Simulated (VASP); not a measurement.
# TiAl (Pm-3m) in VASP: a series of runs

Runs on TiAl. Level: PBE. Tasks: relaxation of cell and atoms, single point.

All numbers are computed with VASP 6.6.1; they aren't measurements. Logs are shortened: lines on timing, memory, paths and dates and some standing lists are left out, and cuts for length are marked.

### 1 The cell of the first run

The structure is cubic, space group Pm-3m (No. 221). Conventional cell: a = 3.018 Å, b = 3.018 Å, c = 3.018 Å, α = 90.00°, β = 90.00°, γ = 90.00°. Within 3.4 Å of Ti (site symmetry m-3m) lie 8 Al at 2.61 Å and 6 Ti at 3.02 Å. Within 3.4 Å of Al (site symmetry m-3m) lie 8 Ti at 2.61 Å and 6 Al at 3.02 Å.

### 2 Relaxation of cell and atoms, PBE

INCAR

```
PREC = Accurate ; ENCUT = 600
EDIFF = 1E-6 ; ISMEAR = 0
SIGMA = 0.1 ; LREAL = F
LASPH = T ; NELM = 80
ALGO = Normal ; ISIF = 3
LWAVE = F ; LCHARG = F
GGA = PE ; IBRION = 2
NSW = 90 ; EDIFFG = -0.04
```

KPOINTS

```
Automatic mesh
0
Gamma
  6 6 6
```

POSCAR

```
TiAl
1.0
    3.0179998900      0.0000000000      0.0000000000
    0.0000000000      3.0179998900      0.0000000000
    0.0000000000      0.0000000000      3.0179998900
Ti Al
1 1
Direct
    0.5000000000      0.5000000000      0.5000000000
    0.0000000000      0.0000000000      0.0000000000
```

Potentials or basis: VASP PAW PBE potentials, release 64 (Ti_sv, Al).

Launch:

```
> cat potpaw_PBE.64/Ti_sv/POTCAR potpaw_PBE.64/Al/POTCAR > POTCAR
> mpirun -np 1 vasp_std > vasp.out
```

OUTCAR:

```text
PREC = Accurate
   ENCUT = 600
   EDIFF = 1E-6
   ISMEAR = 0
   LREAL = F
   LASPH = T
   NELM = 80
   ISIF = 3
   GGA = PE
   IBRION = 2
   NSW = 90
   EDIFFG = -0.04

 ion  position               nearest neighbor table
   1  0.500  0.500  0.500-   2 2.61   2 2.61   2 2.61   2 2.61   2 2.61   2 2.61   2 2.61   2 2.61

   2  0.000  0.000  0.000-   1 2.61   1 2.61   1 2.61   1 2.61   1 2.61   1 2.61   1 2.61   1 2.61

  LATTYP: Found a simple cubic cell.
 ALAT       =     3.0179998900

  Lattice vectors:

 A1 = (   3.0179998900,   0.0000000000,   0.0000000000)
 A2 = (   0.0000000000,   3.0179998900,   0.0000000000)
 A3 = (   0.0000000000,   0.0000000000,   3.0179998900)

Analysis of symmetry for initial positions (statically):
=====================================================================
 Subroutine PRICEL returns:
 Original cell was already a primitive cell.

 Routine SETGRP: Setting up the symmetry group for a
 simple cubic supercell.

 Subroutine GETGRP returns: Found 48 space group operations
 (whereof 48 operations were pure point group operations)
 out of a pool of 48 trial point group operations.

The static configuration has the point symmetry O_h .

Analysis of symmetry for dynamics (positions and initial velocities):
=====================================================================
 Subroutine PRICEL returns:
 Original cell was already a primitive cell.

 Routine SETGRP: Setting up the symmetry group for a
 simple cubic supercell.

 Subroutine GETGRP returns: Found 48 space group operations
 (whereof 48 operations were pure point group operations)
 out of a pool of 48 trial point group operations.

The dynamic configuration has the point symmetry O_h .

 Subroutine INISYM returns: Found 48 space group operations
 (whereof 48 operations are pure point group operations),
 and found     1 'primitive' translations

----------------------------------------------------------------------------------------

                                     Primitive cell

  volume of cell :      27.4889

  direct lattice vectors                    reciprocal lattice vectors
     3.017999890  0.000000000  0.000000000     0.331345274  0.000000000  0.000000000
     0.000000000  3.017999890  0.000000000     0.000000000  0.331345274  0.000000000
     0.000000000  0.000000000  3.017999890     0.000000000  0.000000000  0.331345274

  length of vectors
     3.017999890  3.017999890  3.017999890     0.331345274  0.331345274  0.331345274

  position of ions in fractional coordinates (direct lattice)
     0.500000000  0.500000000  0.500000000
     0.000000000  0.000000000  0.000000000

  ion indices of the primitive-cell ions
[... 62 lines left out ...]
   ISTART =      0    job   : 0-new  1-cont  2-samecut
   ICHARG =      2    charge: 1-file 2-atom 10-const
   ISPIN  =      1    spin polarized calculation?
   LNONCOLLINEAR =      F non collinear calculations
   LSORBIT =      F    spin-orbit coupling
   LASPH  =      T    aspherical Exc in radial PAW
   ENCUT  =  600.0 eV  44.10 Ry    6.64 a.u.   6.03  6.03  6.03*2*pi/ulx,y,z
   NELM   =     80;   NELMIN=  2; NELMDL= -5     # of ELM steps
   EDIFF  = 0.1E-05   stopping-criterion for ELM
   LREAL  =      F    real-space projection
   EDIFFG = -.4E-01   stopping-criterion for IOM
   NSW    =     90    number of steps for IOM
   IBRION =      2    ionic relax: 0-MD 1-quasi-New 2-CG
   NFREE  =      1    steps in history (QN), initial steepest desc. (CG)
   ISIF   =      3    stress and relaxation
   ISYM   =      2    0-nonsym 1-usesym 2-fastsym
   POTIM  = 0.5000    time-step for ionic-motion
   TEBEG  =    0.0;   TEEND  =   0.0 temperature during run
   PSTRESS=    0.0 pullay stress
   NELECT =      15.0000    total number of electrons
   NUPDOWN=      -1.0000    fix difference up-down
   EMIN   =  10.00;   EMAX   =-10.00  energy-range for DOS
   EFERMI =   0.00;   METHOD = LEGACY
   ISMEAR =     0;   SIGMA  =   0.10  broadening in eV -4-tet -1-fermi 0-gaus
   EFERMI_NEDOS =   21; number of points for ismear=-14 and -15
   IALGO  =     38    algorithm
   IMIX   =      4    mixing-type and parameters
     AMIX     =   0.40;   BMIX     =  1.00
     AMIX_MAG =   1.60;   BMIX_MAG =  1.00
  volume/ion in A,a.u.               =      13.74        92.75
  Fermi-wavevector in a.u.,A,eV,Ry     =   1.337784  2.528045 24.349888  1.789666
  Thomas-Fermi vector in A             =   2.466306
   LORBIT       =      0    0 simple, 1 ext, 2 COOP (PROOUT), +10 PAW based schemes
   GGA     = PE    functional components
   LHFCALC =     F    Hartree Fock is set to
   AEXX    =    0.0000 exact exchange contribution
   IVDW    =     0    specifies the selected vdW correction
   LEPSILON=     F    determine dielectric tensor
   LRPA    =     F    only Hartree local field effects (RPA)
 conjugate gradient relaxation of ions
 non-spin polarized calculation
 Gauss-broadening in eV      SIGMA  =   0.10
  energy-cutoff  :      600.00
  volume of cell :       27.49
 maximum number of plane-waves:       931
   NGX = 13   NGY = 13   NGZ = 13

--------------------------------------- Ionic step        1  -------------------------------------------

 number of electron      14.9999999 magnetization

 Free energy of the ion-electron system (eV)
  ---------------------------------------------------
  ext. energy  EPLUGINS =         0.00000000
  ---------------------------------------------------
  free energy    TOTEN  =       -11.78881114 eV

  energy without entropy =      -11.77862131  energy(sigma->0) =      -11.78371622

 E-fermi :  10.5289     XC(G=0): -11.7748

 val. band max:       10.4492095966   @ k =   0.3333   0.3333   0.1667
 cond. band min:      10.6076539278   @ k =   0.3333   0.1667   0.1667
 fundamental gap:      0.1584443312
 Fermi energy:        10.5289240807

 k-point     1 :       0.0000    0.0000    0.0000
  band No.  band energies     occupation
      1     -46.0515      2.00000
      2     -22.2333      2.00000
      3     -22.2333      2.00000
      4     -22.2333      2.00000
      5       0.5621      2.00000
      6       8.6774      2.00000
      7       8.6774      2.00000
      8      12.7079      0.00000
      9      12.7079      0.00000
     10      12.7079      0.00000
     11      15.7735      0.00000
[... 335 lines left out ...]
--------------------------------------- Ionic step        3  -------------------------------------------

 number of electron      14.9999994 magnetization

 Free energy of the ion-electron system (eV)
  ---------------------------------------------------
  ext. energy  EPLUGINS =         0.00000000
  ---------------------------------------------------
  free energy    TOTEN  =       -12.11395223 eV

  energy without entropy =      -12.10173372  energy(sigma->0) =      -12.10784297

 E-fermi :   8.7307     XC(G=0): -11.0580

 val. band max:        8.6671554863   @ k =   0.3333   0.3333   0.1667
 cond. band min:       8.7886820031   @ k =   0.3333   0.1667   0.0000
 fundamental gap:      0.1215265169
 Fermi energy:         8.7307056394

 k-point     1 :       0.0000    0.0000    0.0000
  band No.  band energies     occupation
      1     -48.1923      2.00000
      2     -24.3948      2.00000
      3     -24.3948      2.00000
      4     -24.3948      2.00000
      5      -0.5420      2.00000
      6       7.2879      2.00000
      7       7.2879      2.00000
      8      10.5062      0.00000
      9      10.5062      0.00000
     10      10.5062      0.00000
     11      13.0850      0.00000
[... 293 lines left out ...]
  FREE ENERGIE OF THE ION-ELECTRON SYSTEM (eV)
  ---------------------------------------------------
  free  energy   TOTEN  =       -12.1139522253 eV

  energy  without entropy=      -12.1017337151  energy(sigma->0) =      -12.10784297

 reached required accuracy - stopping structural energy minimisation
```

OSZICAR:

```text
N       E                     dE             d eps       ncg     rms          rms(c)
DAV:   1     0.106894739922E+03    0.10689E+03   -0.84177E+03   440   0.156E+03
DAV:   2    -0.355062702105E+01   -0.11045E+03   -0.10766E+03   443   0.358E+02
DAV:   3    -0.126013418779E+02   -0.90507E+01   -0.86389E+01   784   0.949E+01
[... 33 lines left out ...]
DAV:   7    -0.121138851433E+02   -0.41002E-03   -0.11589E-03   530   0.280E-01    0.262E-02
DAV:   8    -0.121139067259E+02   -0.21583E-04   -0.12447E-04   595   0.131E-01    0.333E-02
DAV:   9    -0.121139509205E+02   -0.44195E-04   -0.97410E-05   566   0.894E-02    0.120E-02
DAV:  10    -0.121139513511E+02   -0.43058E-06   -0.14448E-05   467   0.319E-02    0.613E-03
DAV:  11    -0.121139522253E+02   -0.87419E-06   -0.71182E-07   264   0.872E-03
   3 F= -.12113952E+02 E0= -.12107843E+02  d E =-.325141E+00
```

CONTCAR:

```text
TiAl
   1.00000000000000
     3.1861067827749574   -0.0000000000000000    0.0000000000000000
    -0.0000000000000000    3.1861067827749574    0.0000000000000000
    -0.0000000000000000   -0.0000000000000000    3.1861067827749574
  Ti              Al
     1     1
Direct
     0.5000000000000000    0.5000000000000000    0.5000000000000000
     0.0000000000000000    0.0000000000000000    0.0000000000000000

  0.00000000E+00  0.00000000E+00  0.00000000E+00
  0.00000000E+00  0.00000000E+00  0.00000000E+00
```

It took 16 s on 1 thread of Intel Xeon Platinum 8175M at 2.50GHz (Skylake/Cascade Lake), shared host; peak memory 0.14 GiB.

What came out:

| Item | Value |
| --- | --- |
| Free energy | -12.1140 eV |
| Relaxed volume | 16.17 Å³/atom |
| Relaxed cell | a = 3.186 Å, b = 3.186 Å, c = 3.186 Å, α = 90.00°, β = 90.00°, γ = 90.00° |
| Space group after relaxing (to 0.1 Å) | Pm-3m (No. 221) |
| Energy gained by relaxing | 162.6 meV/atom |
| Ionic steps | 3 |
| Pressure after relaxing | -0.2 GPa |
| Band gap on the k mesh | zero (an odd number of electrons rules out a gap without spin polarisation) |

The path:
| step | energy change (eV) | largest force (eV/Å) | pressure (GPa) | volume (Å³) |
| --- | --- | --- | --- | --- |
| 1 | 0.0000 | 0.0000 | 24.82 | 27.49 |
| 2 | -0.1452 | 0.0000 | -11.17 | 36.86 |
| 3 | -0.3251 | 0.0000 | -0.18 | 32.34 |

Final structure:
```xyz
2
Lattice="3.1861 0.0000 0.0000 0.0000 3.1861 0.0000 0.0000 0.0000 3.1861" Properties=species:S:1:pos:R:3 pbc="T T T"
Ti    1.5931    1.5931    1.5931
Al    0.0000    0.0000    0.0000
```

Caveat: the volume moved by over 15 % at a fixed basis, so the end points are rough.

### 3 Single point, PBE, collinear spin

This run uses another cell than the first one, of 16.14 Å³/atom.

INCAR

```
PREC = Accurate ; ENCUT = 520
EDIFF = 1E-6 ; ISMEAR = 0
SIGMA = 0.1 ; LREAL = False
LASPH = True ; NELM = 150
ALGO = Fast ; ISIF = 2
LWAVE = False ; LCHARG = False
ISPIN = 2 ; MAGMOM = 1 0
LORBIT = 11 ; LMAXMIX = 4
GGA = PE ; NBANDS = 18
```

KPOINTS

```
regular mesh
0
Gamma
  6 6 6
```

POSCAR

```
TiAl
1.0
    3.1842827016      0.0000000000      0.0000000000
    0.0000000000      3.1842827016      0.0000000000
    0.0000000000      0.0000000000      3.1842827016
Ti Al
1 1
Direct
    0.5000000000      0.5000000000      0.5000000000
    0.0000000000      0.0000000000      0.0000000000
```

Potentials or basis: VASP PAW PBE potentials, release 64 (Ti_sv, Al).

Launch:

```
> cat potpaw_PBE.64/Ti_sv/POTCAR potpaw_PBE.64/Al/POTCAR > POTCAR
> mpirun -np 1 vasp_std > vasp.out
```

OUTCAR:

```text
PREC = Accurate
   ENCUT = 520
   EDIFF = 1E-6
   ISMEAR = 0
   LREAL = False
   LASPH = True
   NELM = 150
   ISIF = 2
   ISPIN = 2
   LORBIT = 11
   GGA = PE

 ion  position               nearest neighbor table
   1  0.500  0.500  0.500-   2 2.76   2 2.76   2 2.76   2 2.76   2 2.76   2 2.76   2 2.76   2 2.76

   2  0.000  0.000  0.000-   1 2.76   1 2.76   1 2.76   1 2.76   1 2.76   1 2.76   1 2.76   1 2.76

  LATTYP: Found a simple cubic cell.
 ALAT       =     3.1842827016

  Lattice vectors:

 A1 = (   3.1842827016,   0.0000000000,   0.0000000000)
 A2 = (   0.0000000000,   3.1842827016,   0.0000000000)
 A3 = (   0.0000000000,   0.0000000000,   3.1842827016)

Analysis of symmetry for initial positions (statically):
=====================================================================
 Subroutine PRICEL returns:
 Original cell was already a primitive cell.

 Routine SETGRP: Setting up the symmetry group for a
 simple cubic supercell.

 Subroutine GETGRP returns: Found 48 space group operations
 (whereof 48 operations were pure point group operations)
 out of a pool of 48 trial point group operations.

The static configuration has the point symmetry O_h .

Analysis of symmetry for dynamics (positions and initial velocities):
=====================================================================
 Subroutine PRICEL returns:
 Original cell was already a primitive cell.

 Routine SETGRP: Setting up the symmetry group for a
 simple cubic supercell.

 Subroutine GETGRP returns: Found 48 space group operations
 (whereof 48 operations were pure point group operations)
 out of a pool of 48 trial point group operations.

The dynamic configuration has the point symmetry O_h .

Analysis of structural, dynamic, and magnetic symmetry:
=====================================================================
 Subroutine PRICEL returns:
 Original cell was already a primitive cell.

 Routine SETGRP: Setting up the symmetry group for a
 simple cubic supercell.

[... 147 lines left out ...]
  free energy    TOTEN  =       -12.11515391 eV

  energy without entropy =      -12.10296419  energy(sigma->0) =      -12.10905905

 E-fermi :   8.7489     XC(G=0): -11.0654

 val. band max:        8.6853999656   @ k =   0.3333   0.3333   0.1667
 cond. band min:       8.8067536422   @ k =   0.3333   0.1667   0.0000
 fundamental gap:      0.1213536766
 Fermi energy:         8.7488585624

 spin component 1

 k-point     1 :       0.0000    0.0000    0.0000
  band No.  band energies     occupation
      1     -48.1704      1.00000
      2     -24.3727      1.00000
      3     -24.3727      1.00000
      4     -24.3727      1.00000
      5      -0.5311      1.00000
      6       7.3024      1.00000
[... 396 lines left out ...]
      4     -24.4961      1.00000
      5       5.6507      1.00000
      6       5.6507      1.00000
[... 10 lines left out ...]
     17      18.9398      0.00000
     18      31.0020      0.00000
 Fermi energy:         8.7488585624

 spin component 2

 k-point     1 :       0.0000    0.0000    0.0000
  band No.  band energies     occupation
      1     -48.1710      1.00000
      2     -24.3734      1.00000
      3     -24.3734      1.00000
      4     -24.3734      1.00000
      5      -0.5313      1.00000
      6       7.3018      1.00000
[... 397 lines left out ...]
      5       5.6505      1.00000
      6       5.6505      1.00000
[... 10 lines left out ...]
     17      18.9492      0.00000
     18      31.0020      0.00000

------------------------ aborting loop because EDIFF is reached ----------------------------------------

  FORCE on cell =-STRESS in cart. coord.  units (eV):
  Direction    XX          YY          ZZ          XY          YZ          ZX
  --------------------------------------------------------------------------------------
  -------------------------------------------------------------------------------------
  Total       -0.0278733     -0.0278733     -0.0278733     -0.0000000      0.0000000     -0.0000000
  in kB       -1.3831316     -1.3831316     -1.3831316     -0.0000000      0.0000000     -0.0000000
  external PRESSURE =      -1.3831316 kB  Pullay stress =       0.0000000 kB

 VOLUME and BASIS-vectors are now :
 -----------------------------------------------------------------------------
  energy-cutoff  :      520.00
  volume of cell :       32.29
      direct lattice vectors                 reciprocal lattice vectors
     3.184282702  0.000000000  0.000000000     0.314042468  0.000000000  0.000000000
     0.000000000  3.184282702  0.000000000     0.000000000  0.314042468  0.000000000
     0.000000000  0.000000000  3.184282702     0.000000000  0.000000000  0.314042468

 POSITION                                       TOTAL-FORCE (eV/Angst)
 -----------------------------------------------------------------------------------
      1.59214      1.59214      1.59214         0.000000      0.000000      0.000000
      0.00000      0.00000      0.00000         0.000000      0.000000      0.000000
 -----------------------------------------------------------------------------------
    total drift:                                0.000000      0.000000     -0.000000

  FREE ENERGIE OF THE ION-ELECTRON SYSTEM (eV)
  ---------------------------------------------------
  free  energy   TOTEN  =       -12.1151539087 eV

  energy  without entropy=      -12.1029641865  energy(sigma->0) =      -12.10905905

 total charge

# of ion       s       p       d       tot
------------------------------------------
    1        2.189   6.119   1.965  10.273
    2        0.420   0.398   0.000   0.818
--------------------------------------------------
tot          2.609   6.517   1.965  11.091

 magnetization (x)

# of ion       s       p       d       tot
------------------------------------------
    1       -0.000  -0.000  -0.001  -0.001
    2        0.000   0.000   0.000   0.000
--------------------------------------------------
tot         -0.000  -0.000  -0.001  -0.001
```

OSZICAR:

```text
N       E                     dE             d eps       ncg     rms          rms(c)
DAV:   1     0.121085791487E+03    0.12109E+03   -0.68739E+03  1448   0.870E+02
DAV:   2    -0.325682332541E+01   -0.12434E+03   -0.11839E+03  1470   0.258E+02
DAV:   3    -0.129236698234E+02   -0.96668E+01   -0.93201E+01  2234   0.639E+01
DAV:   4    -0.136195784663E+02   -0.69591E+00   -0.69371E+00  1718   0.131E+01
DAV:   5    -0.136394239800E+02   -0.19846E-01   -0.19840E-01  1816   0.222E+00    0.105E+01
RMM:   6    -0.121405497235E+02    0.14989E+01   -0.30058E+00  1773   0.140E+01    0.266E+00
RMM:   7    -0.121065387035E+02    0.34011E-01   -0.20837E-01  1927   0.331E+00    0.163E+00
RMM:   8    -0.121039599220E+02    0.25788E-02   -0.95424E-02  1933   0.169E+00    0.770E-01
RMM:   9    -0.121124418444E+02   -0.84819E-02   -0.41569E-02  2021   0.120E+00    0.452E-01
RMM:  10    -0.121143129639E+02   -0.18711E-02   -0.13546E-02  2035   0.617E-01    0.312E-01
RMM:  11    -0.121149625604E+02   -0.64960E-03   -0.47651E-03  1988   0.493E-01    0.137E-01
RMM:  12    -0.121150597937E+02   -0.97233E-04   -0.14226E-03  2061   0.193E-01    0.447E-02
RMM:  13    -0.121151237671E+02   -0.63973E-04   -0.51188E-04  2233   0.989E-02    0.319E-02
RMM:  14    -0.121151435513E+02   -0.19784E-04   -0.18771E-04  2062   0.748E-02    0.743E-03
RMM:  15    -0.121151502923E+02   -0.67411E-05   -0.61027E-05  1908   0.299E-02    0.117E-02
RMM:  16    -0.121151529489E+02   -0.26566E-05   -0.22929E-05  1550   0.167E-02    0.122E-02
RMM:  17    -0.121151539087E+02   -0.95975E-06   -0.89603E-06  1291   0.947E-03
   1 F= -.12115154E+02 E0= -.12109059E+02  d E =-.121897E-01  mag=    -0.0007
```

stdout:

```text
POSCAR found type information on POSCAR TiAl
 POSCAR found :  2 types and       2 ions
 scaLAPACK will be used
 LDA part: xc-table for (Slater+PW92), standard interpolation
 POSCAR, INCAR and KPOINTS ok, starting setup
 FFT: planning ... GRIDC
 FFT: planning ... GRID_SOFT
 FFT: planning ... GRID
 WAVECAR not read
 entering main loop
```

It took 19 s on 1 thread of Intel Xeon Platinum 8175M at 2.50GHz (Skylake/Cascade Lake), shared host; peak memory 0.15 GiB.

What came out:

```yaml
Free_energy: -12.1152 eV
Pressure: -0.1 GPa
Net_moment: 0.00 μB per cell
Valence_electrons_inside_the_program's_atomic_spheres: Ti 10.27; Al 0.82
```

[end of part 1 of 2]

The gap in the log of VASP goes by the Fermi energy; the results here count the filled bands.